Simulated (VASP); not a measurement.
Wanted: the native input for a VASP 6.6.1 run.

| Property | Result |
| --- | --- |
| Task | single point |
| Functional | r2SCAN |
| Potentials or basis | VASP PAW PBE potentials, release 64 (Pb_d, F) |
| Cutoff | 520 eV |
| k mesh | 6 × 6 × 6 |
| Occupations | gaussian, width 0.01 eV |
| Spin | no spin polarisation |
| Dipole correction | no |
| Further INCAR settings | ALGO = Normal; EDIFF = 1e-07; NBANDS = 21 |

The system is PbF2.

```
Pb F
1.0
     0.00000    2.96044    2.96044
     2.96044    0.00000    2.96044
     2.96044    2.96044    0.00000
Pb F
1 2
Direct
  0.00000 0.00000 0.00000
  0.25000 0.25000 0.25000
  0.75000 0.75000 0.75000
```

One way to write it, as run:

POSCAR

```
PbF2
1.0
    0.0000000000      2.9604390429      2.9604390429
    2.9604390429      0.0000000000      2.9604390429
    2.9604390429      2.9604390429      0.0000000000
Pb F
1 2
Direct
    0.0000000000      0.0000000000      0.0000000000
    0.2500000000      0.2500000000      0.2500000000
    0.7500000000      0.7500000000      0.7500000000
```

INCAR.step1

```
SYSTEM = PbF2
PREC = Accurate
ENCUT = 520
ISMEAR = 0
SIGMA = 0.01
LREAL = .False.
LASPH = .True.
NELM = 60
NBANDS = 21
GGA = PE
ALGO = Normal
EDIFF = 1E-4
LWAVE = .True.
LCHARG = .False.
```

INCAR.step2

```
SYSTEM = PbF2
PREC = Accurate
ENCUT = 520
EDIFF = 1E-7
ISMEAR = 0
SIGMA = 0.01
LREAL = .False.
LASPH = .True.
NELM = 60
ALGO = Normal
ISIF = 2
LWAVE = .False.
LCHARG = .False.
METAGGA = R2SCAN
LMIXTAU = .True.
NBANDS = 21
ISTART = 1
```

KPOINTS

```
Automatic mesh
0
Gamma
  6 6 6
  0 0 0
```

Potentials or basis: VASP PAW PBE potentials, release 64 (Pb_d, F).

The run is started by

```bash
$ cat potpaw_PBE.64/Pb_d/POTCAR potpaw_PBE.64/F/POTCAR > POTCAR
$ cp INCAR.step1 INCAR
$ mpirun -np 1 vasp_std > vasp.out
$ cp INCAR.step2 INCAR
$ mpirun -np 1 vasp_std > vasp.out
```

Results of the run:

```json
{
 "Pressure": "-0.1 GPa",
 "Band gap on the k mesh": "4.96 eV, indirect (least direct gap 5.08 eV)"
}
```

Caveat: the PAW data sets were made with another functional, which shifts forces and pressure a little; spin-orbit coupling is left out, which moves the levels of the heavy elements.

It took 76 s on 1 thread of Oxide Virtual Turin-like Processor, with other jobs on the host, peak memory 0.15 GiB.
